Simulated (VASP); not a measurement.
Write the native input for VASP 6.6.1 that does the following.

```yaml
Task: single point
Functional: PBE
Potentials_or_basis: VASP PAW PBE potentials, release 64 (Tl_d, H)
Cutoff: 520 eV
k_mesh: 6 × 6 × 6
Occupations: gaussian, width 0.1 eV
Spin: no spin polarisation
Dipole_correction: no
Further_INCAR_settings: ALGO = Normal; EDIFF = 1e-06; NBANDS = 28
```

The structure of Tl3H2 lies in POSCAR:

```
Tl3H2
1.0
    1.8448208072      1.0651077896      8.5516802369
   -1.8448208072      1.0651077896      8.5516802369
    0.0000000000     -2.1302155792      8.5516802369
Tl H
3 2
Direct
    0.0000000000      0.0000000000      0.0000000000
    0.2095000000      0.2095000000      0.2095000000
    0.7905000000      0.7905000000      0.7905000000
    0.4000000000      0.4000000000      0.4000000000
    0.6000000000      0.6000000000      0.6000000000
```

One way to write it, as run:

INCAR

```
PREC     = Accurate       # precision mode
ENCUT    = 520            # plane-wave cutoff, eV
EDIFF    = 1E-6           # SCF threshold, eV
ISMEAR   = 0              # smearing method
SIGMA    = 0.1            # smearing width, eV
LREAL    = False          # projectors in reciprocal space
LASPH    = True           # aspherical terms in the spheres
NELM     = 80             # most SCF steps
ALGO     = Normal         # electronic algorithm
ISIF     = 2              # what is computed and relaxed
LWAVE    = False          # write WAVECAR
LCHARG   = True           # write CHGCAR
GGA      = PE             # functional
LELF     = True           # ELF
LVHAR    = True         
NBANDS   = 28             # bands
```

KPOINTS

```
regular mesh
0
Gamma
  6 6 6
```

Potentials or basis: VASP PAW PBE potentials, release 64 (Tl_d, H).

Run with:

```bash
$ cat potpaw_PBE.64/Tl_d/POTCAR potpaw_PBE.64/H/POTCAR > POTCAR
$ mpirun -np 1 vasp_std > vasp.out
```

It gave:

| Property | Result |
| --- | --- |
| Pressure | 2.8 GPa |
| Largest force | 1.430 eV/Å |
| Band gap on the k mesh | zero (an odd number of electrons rules out a gap without spin polarisation) |

Caveat: spin-orbit coupling is left out, which moves the levels of the heavy elements; forces of over 1 eV/Å act on the atoms, so gaps and moduli don't describe the material at rest.

Wall time 3.5 min on 1 thread of Intel(R) Xeon(R) 6975P-C (Granite Rapids), with other jobs on the host, peak memory 0.66 GiB.
